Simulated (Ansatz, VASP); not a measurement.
## One calculation of Cu, two programs

```
Cu
1.0
     2.53410    0.00000    0.00000
    -1.26705    2.19459    0.00000
     0.00000    0.00000    4.11257
Cu
2
Direct
  0.66667 0.33333 0.75000
  0.33333 0.66667 0.25000
```

Alike in both runs: task single point; functional RPBE; k mesh 12 × 12 × 7; occupations gaussian, width 0.1 eV; no spin polarisation.

|  | VASP | Ansatz |
| --- | --- | --- |
| version | VASP 6.6.1 | Ansatz 0.2.0 |
| potentials or method | VASP PAW PBE potentials, release 64 (Cu) | Ansatz PAW |
| plane-wave cutoff (eV) | 520 | 420 |
| valence electrons in the cell | 22 | 38 |

Ansatz gave:

| Property | Result |
| --- | --- |
| gap on the k mesh at the Fermi level (eV) | none |
| pressure (GPa) | 12.5 |
| traceless stress, the component that is largest in VASP (GPa) | 0.28 |

Question: What did VASP give for the same quantities?

Answer: gap on the k mesh at the Fermi level (eV): none; pressure (GPa): 13.1; traceless stress, the component that is largest in VASP (GPa): 0.21.

VASP's potentials were made for PBE, not for RPBE. A gap of «none» marks a metal or a gap that the smearing closes. VASP's potentials hold 22 valence electrons a cell and Ansatz's 38, so a difference there can come from the potentials and not from the codes.
